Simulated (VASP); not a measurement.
# MoS2 (P6_3/mmc) in VASP: notebook

MoS2 is run at these levels: PBE; tasks: single point.

Everything below comes from runs of VASP 6.6.1. Logs are shortened: lines on timing, memory, paths and dates and some standing lists are left out, and cuts for length are marked.

## Step 1: The cell of the first run

The structure is hexagonal, space group P6_3/mmc (No. 194). Conventional cell: a = 3.060 Å, b = 3.060 Å, c = 11.899 Å, α = 90.00°, β = 90.00°, γ = 120.00°. Mo (site symmetry -6m2) has 6 S at 2.32 Å and 6 Mo at 3.06 Å within 3.1 Å. Within 3.1 Å of S (site symmetry 3m) lie 3 Mo at 2.32 Å and 7 S at 3.02 to 3.06 Å.

## Step 2: Single point, PBE

INCAR

```
SYSTEM = MoS2
PREC = Accurate
ENCUT = 520
EDIFF = 1E-7
ISMEAR = -1
SIGMA = 0.1
LREAL = .False.
LASPH = .True.
NELM = 80
ALGO = Normal
ISIF = 2
LWAVE = .False.
LCHARG = .False.
GGA = PE
NBANDS = 35
```

KPOINTS

```
Automatic mesh
0
Gamma
  8 8 2
  0 0 0
```

POSCAR

```
MoS2
1.0
    3.0596358598      0.0000000000      0.0000000000
   -1.5298179299      2.6497180318      0.0000000000
    0.0000000000      0.0000000000     11.8986911759
Mo S
2 4
Direct
    0.3333333333      0.6666666667      0.2500000000
    0.6666666667      0.3333333333      0.7500000000
    0.3333333333      0.6666666667      0.6230000000
    0.6666666667      0.3333333333      0.1230000000
    0.3333333333      0.6666666667      0.8770000000
    0.6666666667      0.3333333333      0.3770000000
```

Potentials or basis: VASP PAW PBE potentials, release 64 (Mo_sv, S).

Started as:

```bash
> cat potpaw_PBE.64/Mo_sv/POTCAR potpaw_PBE.64/S/POTCAR > POTCAR
> mpirun -np 1 vasp_std > vasp.out
```

OUTCAR:

```text
SYSTEM = MoS2
   PREC = Accurate
   ENCUT = 520
   EDIFF = 1E-7
   ISMEAR = -1
   LREAL = .False.
   LASPH = .True.
   NELM = 80
   ISIF = 2
   GGA = PE

 ion  position               nearest neighbor table
   1  0.333  0.667  0.250-   4 2.32   6 2.32   4 2.32   6 2.32   4 2.32   6 2.32
   2  0.667  0.333  0.750-   3 2.32   5 2.32   3 2.32   5 2.32   3 2.32   5 2.32
   3  0.333  0.667  0.623-   2 2.32   2 2.32   2 2.32
   4  0.667  0.333  0.123-   1 2.32   1 2.32   1 2.32
   5  0.333  0.667  0.877-   2 2.32   2 2.32   2 2.32
   6  0.667  0.333  0.377-   1 2.32   1 2.32   1 2.32

  LATTYP: Found a hexagonal cell.
 ALAT       =     3.0596358598
 C/A-ratio  =     3.8889239508

  Lattice vectors:

 A1 = (   3.0596358598,   0.0000000000,   0.0000000000)
 A2 = (  -1.5298179299,   2.6497180318,   0.0000000000)
 A3 = (   0.0000000000,   0.0000000000,  11.8986911759)

Analysis of symmetry for initial positions (statically):
[... 10 lines left out ...]

The static configuration has the point symmetry D_3d.
 The point group associated with its full space group is D_6h.

Analysis of symmetry for dynamics (positions and initial velocities):
[... 10 lines left out ...]

The dynamic configuration has the point symmetry D_3d.
 The point group associated with its full space group is D_6h.

 Subroutine INISYM returns: Found 24 space group operations
[... 5 lines left out ...]
                                     Primitive cell

  volume of cell :      96.4647

  direct lattice vectors                    reciprocal lattice vectors
     3.059635860  0.000000000  0.000000000     0.326836279  0.188699323  0.000000000
    -1.529817930  2.649718032  0.000000000     0.000000000  0.377398647  0.000000000
     0.000000000  0.000000000 11.898691176     0.000000000  0.000000000  0.084042857

  length of vectors
     3.059635860  3.059632093 11.898691176     0.377398182  0.377398647  0.084042857

  position of ions in fractional coordinates (direct lattice)
     0.333333333  0.666666667  0.250000000
     0.666666667  0.333333333  0.750000000
     0.333333333  0.666666667  0.623000000
     0.666666667  0.333333333  0.123000000
     0.333333333  0.666666667  0.877000000
     0.666666667  0.333333333  0.377000000

  ion indices of the primitive-cell ions
   primitive index   ion index
                 1           1
                 2           2
                 3           3
                 4           4
                 5           5
                 6           6

----------------------------------------------------------------------------------------

 KPOINTS: Automatic mesh

Automatic generation of k-mesh.
 Grid dimensions read from file:
 generate k-points for:    8    8    2

 Generating k-lattice:

  Cartesian coordinates                     Fractional coordinates (reciprocal lattice)
     0.040854535  0.023587415  0.000000000     0.125000000  0.000000000  0.000000000
     0.000000000  0.047174831  0.000000000     0.000000000  0.125000000  0.000000000
     0.000000000  0.000000000  0.042021428     0.000000000  0.000000000  0.500000000

  Length of vectors
     0.047174773  0.047174831  0.042021428

  Shift w.r.t. Gamma in fractional coordinates (k-lattice)
     0.000000000  0.000000000  0.000000000

 Subroutine IBZKPT returns following result:
 ===========================================

 Found     20 irreducible k-points:

 Following reciprocal coordinates:
            Coordinates               Weight
  0.000000  0.000000  0.000000      1.000000
  0.125000  0.000000  0.000000      6.000000
  0.250000  0.000000  0.000000      6.000000
  0.375000  0.000000  0.000000      6.000000
  0.500000  0.000000  0.000000      3.000000
  0.125000  0.125000  0.000000      6.000000
[... 12 lines left out ...]
  0.250000  0.250000  0.500000      6.000000
  0.375000  0.250000  0.500000      6.000000
   k-points           NKPTS =     20   k-points in BZ     NKDIM =     20   number of bands    NBANDS=     35
   number of dos      NEDOS =    301   number of ions     NIONS =      6
   total plane-waves  NPLWV =  51840
   dimension x,y,z NGX =    24 NGY =   24 NGZ =   90
   dimension x,y,z NGXF=    48 NGYF=   48 NGZF=  180
   ions per type =               2   4
   NGX,Y,Z   is equivalent  to a cutoff of  13.04, 13.04, 12.57 a.u.
   NGXF,Y,Z  is equivalent  to a cutoff of  26.08, 26.08, 25.15 a.u.
 SYSTEM =  MoS2
   PREC   = accura    normal or accurate (medium, high low for compatibility)
   ISTART =      0    job   : 0-new  1-cont  2-samecut
   ICHARG =      2    charge: 1-file 2-atom 10-const
   ISPIN  =      1    spin polarized calculation?
   LNONCOLLINEAR =      F non collinear calculations
   LSORBIT =      F    spin-orbit coupling
   LASPH  =      T    aspherical Exc in radial PAW
   ENCUT  =  520.0 eV  38.22 Ry    6.18 a.u.   5.69  5.69 22.12*2*pi/ulx,y,z
   NELM   =     80;   NELMIN=  2; NELMDL= -5     # of ELM steps
   EDIFF  = 0.1E-06   stopping-criterion for ELM
   LREAL  =      F    real-space projection
   EDIFFG = 0.1E-05   stopping-criterion for IOM
   NSW    =      0    number of steps for IOM
   IBRION =     -1    ionic relax: 0-MD 1-quasi-New 2-CG
   NFREE  =      0    steps in history (QN), initial steepest desc. (CG)
   ISIF   =      2    stress and relaxation
   ISYM   =      2    0-nonsym 1-usesym 2-fastsym
   POTIM  = 0.5000    time-step for ionic-motion
   TEBEG  =    0.0;   TEEND  =   0.0 temperature during run
   PSTRESS=    0.0 pullay stress
   NELECT =      52.0000    total number of electrons
   NUPDOWN=      -1.0000    fix difference up-down
   EMIN   =  10.00;   EMAX   =-10.00  energy-range for DOS
   EFERMI =   0.00;   METHOD = LEGACY
   ISMEAR =    -1;   SIGMA  =   0.10  broadening in eV -4-tet -1-fermi 0-gaus
   EFERMI_NEDOS =   21; number of points for ismear=-14 and -15
   IALGO  =     38    algorithm
   IMIX   =      4    mixing-type and parameters
     AMIX     =   0.40;   BMIX     =  1.00
     AMIX_MAG =   1.60;   BMIX_MAG =  1.00
  volume/ion in A,a.u.               =      16.08       108.50
  Fermi-wavevector in a.u.,A,eV,Ry     =   1.332354  2.517785 24.152629  1.775168
  Thomas-Fermi vector in A             =   2.461296
   LORBIT       =      0    0 simple, 1 ext, 2 COOP (PROOUT), +10 PAW based schemes
   GGA     = PE    functional components
   LHFCALC =     F    Hartree Fock is set to
   AEXX    =    0.0000 exact exchange contribution
   IVDW    =     0    specifies the selected vdW correction
   LEPSILON=     F    determine dielectric tensor
   LRPA    =     F    only Hartree local field effects (RPA)
 non-spin polarized calculation
  energy-cutoff  :      520.00
  volume of cell :       96.46
 maximum number of plane-waves:      2620
 NGX is ok and might be reduce to    24
   NGX = 11   NGY = 11   NGZ = 45

 number of electron      52.0000007 magnetization

 Free energy of the ion-electron system (eV)
  ---------------------------------------------------
  ext. energy  EPLUGINS =         0.00000000
  ---------------------------------------------------
  free energy    TOTEN  =       -42.87422176 eV

  energy without entropy =      -42.87341276  energy(sigma->0) =      -42.87381726

 E-fermi :   9.3450     XC(G=0): -11.3465

 val. band max:        9.0234235735   @ k =   0.0000   0.0000   0.0000
 cond. band min:       9.9219114449   @ k =   0.2500   0.1250   0.0000
 fundamental gap:      0.8984878715
 Fermi energy:         9.3449520534

 k-point     1 :       0.0000    0.0000    0.0000
  band No.  band energies     occupation
      1     -52.5235      2.00000
      2     -52.5234      2.00000
      3     -26.7915      2.00000
      4     -26.7913      2.00000
      5     -26.4316      2.00000
      6     -26.4316      2.00000
[... 27 lines left out ...]
     34      11.7857      0.00000
     35      14.8750      0.00000

 k-point     2 :       0.1250    0.0000    0.0000
  band No.  band energies     occupation
      1     -52.5139      2.00000
      2     -52.5139      2.00000
      3     -26.7734      2.00000
      4     -26.7733      2.00000
      5     -26.5194      2.00000
      6     -26.5194      2.00000
[... 27 lines left out ...]
     34      11.7876      0.00000
     35      15.9841      0.00000

 k-point     3 :       0.2500    0.0000    0.0000
  band No.  band energies     occupation
      1     -52.4909      2.00000
      2     -52.4909      2.00000
      3     -26.7296      2.00000
      4     -26.7295      2.00000
      5     -26.7269      2.00000
      6     -26.7269      2.00000
[... 27 lines left out ...]
     34      12.6486      0.00000
     35      16.7636      0.00000

 k-point     4 :       0.3750    0.0000    0.0000
  band No.  band energies     occupation
      1     -52.4677      2.00000
      2     -52.4677      2.00000
      3     -26.9283      2.00000
      4     -26.9283      2.00000
      5     -26.6855      2.00000
      6     -26.6854      2.00000
[... 27 lines left out ...]
     34      13.2052      0.00000
     35      15.3015      0.00000

 k-point     5 :       0.5000    0.0000    0.0000
  band No.  band energies     occupation
      1     -52.4581      2.00000
      2     -52.4581      2.00000
      3     -27.0101      2.00000
      4     -27.0101      2.00000
      5     -26.6671      2.00000
      6     -26.6670      2.00000
[... 486 lines left out ...]
 k-point    18 :       0.3750    0.1250    0.5000
  band No.  band energies     occupation
      1     -52.4581      2.00000
      2     -52.4581      2.00000
      3     -26.9658      2.00000
      4     -26.9658      2.00000
      5     -26.6671      2.00000
      6     -26.6671      2.00000
[... 27 lines left out ...]
     34      13.0052      0.00000
     35      15.4581      0.00000

 k-point    19 :       0.2500    0.2500    0.5000
  band No.  band energies     occupation
      1     -52.4581      2.00000
      2     -52.4581      2.00000
      3     -26.9047      2.00000
      4     -26.9047      2.00000
      5     -26.6746      2.00000
      6     -26.6746      2.00000
[... 27 lines left out ...]
     34      13.5234      0.00000
     35      16.2346      0.00000

 k-point    20 :       0.3750    0.2500    0.5000
  band No.  band energies     occupation
      1     -52.4513      2.00000
      2     -52.4513      2.00000
      3     -26.9118      2.00000
      4     -26.9118      2.00000
      5     -26.7408      2.00000
      6     -26.7408      2.00000
[... 27 lines left out ...]
     34      13.6754      0.00000
     35      15.7342      0.00000

------------------------ aborting loop because EDIFF is reached ----------------------------------------

  FORCE on cell =-STRESS in cart. coord.  units (eV):
  Direction    XX          YY          ZZ          XY          YZ          ZX
  --------------------------------------------------------------------------------------
  -------------------------------------------------------------------------------------
  Total       12.6903053     12.6902636     14.1617716      0.0000000      0.0000000      0.0000000
  in kB      210.7725525    210.7718606    235.2120525      0.0000000      0.0000000      0.0000000
  external PRESSURE =     218.9188219 kB  Pullay stress =       0.0000000 kB

 VOLUME and BASIS-vectors are now :
 -----------------------------------------------------------------------------
  energy-cutoff  :      520.00
  volume of cell :       96.46
      direct lattice vectors                 reciprocal lattice vectors
     3.059635860  0.000000000  0.000000000     0.326836279  0.188699323  0.000000000
    -1.529817930  2.649718032  0.000000000     0.000000000  0.377398647  0.000000000
     0.000000000  0.000000000 11.898691176     0.000000000  0.000000000  0.084042857

 POSITION                                       TOTAL-FORCE (eV/Angst)
 -----------------------------------------------------------------------------------
     -0.00000      1.76648      2.97467        -0.000000      0.000000      0.000000
      1.52982      0.88324      8.92402         0.000000     -0.000000      0.000000
     -0.00000      1.76648      7.41288        -0.000000     -0.000000     -1.853802
      1.52982      0.88324      1.46354        -0.000000     -0.000000     -1.853802
     -0.00000      1.76648     10.43515         0.000000      0.000000      1.853802
      1.52982      0.88324      4.48581        -0.000000      0.000000      1.853802
 -----------------------------------------------------------------------------------
    total drift:                               -0.000000      0.000000     -0.000000

  FREE ENERGIE OF THE ION-ELECTRON SYSTEM (eV)
  ---------------------------------------------------
  free  energy   TOTEN  =       -42.8742217627 eV

  energy  without entropy=      -42.8734127577  energy(sigma->0) =      -42.87381726
```

Wall time 56 s (1 thread of AMD EPYC 7R13 (Zen 3), shared host); peak memory 0.2 GiB.

What came out:

- Free energy: -42.8742 eV
- Pressure: 21.9 GPa
- Largest force: 1.854 eV/Å
- Band gap on the k mesh: 0.90 eV, indirect (least direct gap 2.22 eV)

Forces on the atoms (eV/Å):
```
Mo   0.000  0.000  0.000
Mo   0.000  0.000  0.000
S    0.000  0.000 -1.854
S    0.000  0.000 -1.854
S    0.000  0.000  1.854
S    0.000  0.000  1.854
```

Stress tensor (GPa, compression positive):
```
21.08  0.00  0.00
 0.00 21.08  0.00
 0.00  0.00 23.52
```

Levels at points of the mesh, in eV from the valence-band top:
```csv
k point,band 22,band 23,band 24,band 25,band 26,band 27,band 28,band 29,band 30,band 31
"(0.00, 0.00, 0.00)",-2.45,-2.45,-1.53,-1.29,0.00,2.24,2.24,2.27,2.27,2.54
"(0.50, 0.00, 0.00)",-2.77,-1.89,-1.66,-1.65,-1.53,1.77,1.83,2.18,2.54,3.03
"(0.00, 0.00, 0.50)",-2.48,-2.48,-2.48,-0.34,-0.34,2.25,2.25,2.25,2.25,2.66
"(0.50, 0.00, 0.50)",-2.94,-1.77,-1.77,-1.59,-1.59,1.79,1.79,2.38,2.38,3.39
```

Caveat: this functional lacks dispersion, which binds the layers, so the pressure and a relaxed spacing across them are unreliable; forces of over 1 eV/Å act on the atoms, so gaps and moduli don't describe the material at rest. A k mesh can miss the band edges.

## Step 3: Single point, PBE

This run uses another cell than the first one, of 16.52 Å³/atom, 1.028 times its volume.

INCAR

```
ALGO = Normal
EDIFF = 1E-7
ENCUT = 520
GGA = PE
ISIF = 2
ISMEAR = -1
LASPH = T
LCHARG = F
LREAL = F
LWAVE = F
NBANDS = 35
NELM = 80
PREC = Accurate
SIGMA = 0.1
```

KPOINTS

```
k-points
0
Gamma
  8 8 2
```

POSCAR: that of step 2 with these lines changed.

```diff
@@ -2,5 +2,5 @@
 1.0
-    3.0596358598      0.0000000000      0.0000000000
-   -1.5298179299      2.6497180318      0.0000000000
-    0.0000000000      0.0000000000     11.8986911759
+    3.0877074816      0.0000000000      0.0000000000
+   -1.5438537408      2.6740287295      0.0000000000
+    0.0000000000      0.0000000000     12.0078595782
 Mo S
```

Potentials or basis: VASP PAW PBE potentials, release 64 (Mo_sv, S).

Started as:

```bash
> cat potpaw_PBE.64/Mo_sv/POTCAR potpaw_PBE.64/S/POTCAR > POTCAR
> mpirun -np 1 vasp_std > vasp.out
```

Run time: 56 s. Hardware: 1 thread of AMD EPYC 7R13 (Zen 3), shared host; peak memory 0.2 GiB.

Results (log left out):

| Quantity | Value |
| --- | --- |
| Free energy | -43.1897 eV |
| Pressure | 15.8 GPa |
| Largest force | 1.297 eV/Å |
| Band gap on the k mesh | 0.93 eV, indirect (least direct gap 2.15 eV) |

Forces in eV/Å, atoms in the order of the input:
```
Mo   0.000  0.000  0.000
Mo   0.000  0.000  0.000
S    0.000  0.000 -1.297
S    0.000  0.000 -1.297
S    0.000  0.000  1.297
S    0.000  0.000  1.297
```

Stress tensor (GPa, compression positive):
```
15.22  0.00  0.00
 0.00 15.22  0.00
 0.00  0.00 17.06
```

Levels at points of the mesh, in eV from the valence-band top:
| k point | band 23 | band 24 | band 25 | band 26 | band 27 | band 28 | band 29 | band 30 |
| --- | --- | --- | --- | --- | --- | --- | --- | --- |
| (0.00, 0.00, 0.00) | -2.36 | -1.42 | -1.26 | 0.00 | 2.21 | 2.21 | 2.24 | 2.24 |
| (0.50, 0.00, 0.00) | -1.85 | -1.62 | -1.59 | -1.46 | 1.73 | 1.78 | 2.14 | 2.47 |
| (0.00, 0.00, 0.50) | -2.39 | -2.39 | -0.32 | -0.32 | 2.22 | 2.22 | 2.22 | 2.22 |
| (0.50, 0.00, 0.50) | -1.73 | -1.73 | -1.52 | -1.52 | 1.75 | 1.75 | 2.32 | 2.32 |

Caveat: this functional lacks dispersion, which binds the layers, so the pressure and a relaxed spacing across them are unreliable; forces of over 1 eV/Å act on the atoms, so gaps and moduli don't describe the material at rest. A k mesh can miss the band edges.

## Step 4: Single point, PBE

This run uses another cell than the first one, of 16.97 Å³/atom, 1.056 times its volume.

INCAR

```
  ALGO = Normal
  EDIFF = 1E-7
  ENCUT = 520
  GGA = PE
  ISIF = 2
  ISMEAR = -1
  LASPH = True
  LCHARG = False
  LREAL = False
  LWAVE = False
  NBANDS = 35
  NELM = 100
  PREC = Accurate
  SIGMA = 0.1
```

KPOINTS is that of step 3.

POSCAR: that of step 3 with these lines changed.

```diff
@@ -2,5 +2,5 @@
 1.0
-    3.0877074816      0.0000000000      0.0000000000
-   -1.5438537408      2.6740287295      0.0000000000
-    0.0000000000      0.0000000000     12.0078595782
+    3.1152777572      0.0000000000      0.0000000000
+   -1.5576388786      2.6979052494      0.0000000000
+    0.0000000000      0.0000000000     12.1150782834
 Mo S
```

Started as:

```bash
> cat potpaw_PBE.64/Mo_sv/POTCAR potpaw_PBE.64/S/POTCAR > POTCAR
> mpirun -np 1 vasp_std > vasp.out
```

Wall time 58 s (1 thread of AMD EPYC 7R13 (Zen 3), shared host); peak memory 0.2 GiB.

It converged, with:

| Quantity | Value |
| --- | --- |
| Free energy | -43.4104 eV |
| Pressure | 10.5 GPa |
| Largest force | 0.793 eV/Å |
| Band gap on the k mesh | 0.96 eV, indirect (least direct gap 2.07 eV) |

Forces in eV/Å, atoms in the order of the input:
```
Mo   0.000  0.000  0.000
Mo   0.000  0.000  0.000
S    0.000  0.000 -0.793
S    0.000  0.000 -0.793
S    0.000  0.000  0.793
S    0.000  0.000  0.793
```

Stress tensor (GPa, compression positive):
```
10.11  0.00  0.00
 0.00 10.11  0.00
 0.00  0.00 11.41
```

Levels at points of the mesh, in eV from the valence-band top:
| k point | band 23 | band 24 | band 25 | band 26 | band 27 | band 28 | band 29 | band 30 |
| --- | --- | --- | --- | --- | --- | --- | --- | --- |
| (0.00, 0.00, 0.00) | -2.27 | -1.32 | -1.23 | 0.00 | 2.18 | 2.18 | 2.20 | 2.20 |
| (0.50, 0.00, 0.00) | -1.80 | -1.59 | -1.52 | -1.39 | 1.69 | 1.74 | 2.10 | 2.41 |
| (0.00, 0.00, 0.50) | -2.30 | -2.30 | -0.30 | -0.30 | 2.18 | 2.18 | 2.18 | 2.18 |
| (0.50, 0.00, 0.50) | -1.69 | -1.69 | -1.45 | -1.45 | 1.71 | 1.71 | 2.27 | 2.27 |

Caveat: this functional lacks dispersion, which binds the layers, so the pressure and a relaxed spacing across them are unreliable. A k mesh can miss the band edges.

## Step 5: Overview

```csv
cell,gap on the mesh (eV),pressure (GPa),largest force (eV/Å)
"a = 3.060, b = 3.060, c = 11.899 Å, angles 90.0, 90.0, 120.0°, 6 atoms",0.90,21.9,1.85
"a = 3.088, b = 3.088, c = 12.008 Å, angles 90.0, 90.0, 120.0°, 6 atoms",0.93,15.8,1.30
"a = 3.115, b = 3.115, c = 12.115 Å, angles 90.0, 90.0, 120.0°, 6 atoms",0.96,10.5,0.79
```

Alike in all rows: task single point; level PBE; potentials or basis VASP PAW PBE potentials, release 64 (Mo_sv, S); no spin polarisation; k mesh 8 × 8 × 2; cutoff (eV) 520; smearing fermi-dirac 0.1 eV.

Caveats: this functional lacks dispersion, which binds the layers, so the pressure and a relaxed spacing across them are unreliable; forces of over 1 eV/Å act on the atoms, so gaps and moduli don't describe the material at rest (some runs).

Absolute energies hang on the potentials; compare differences alone.
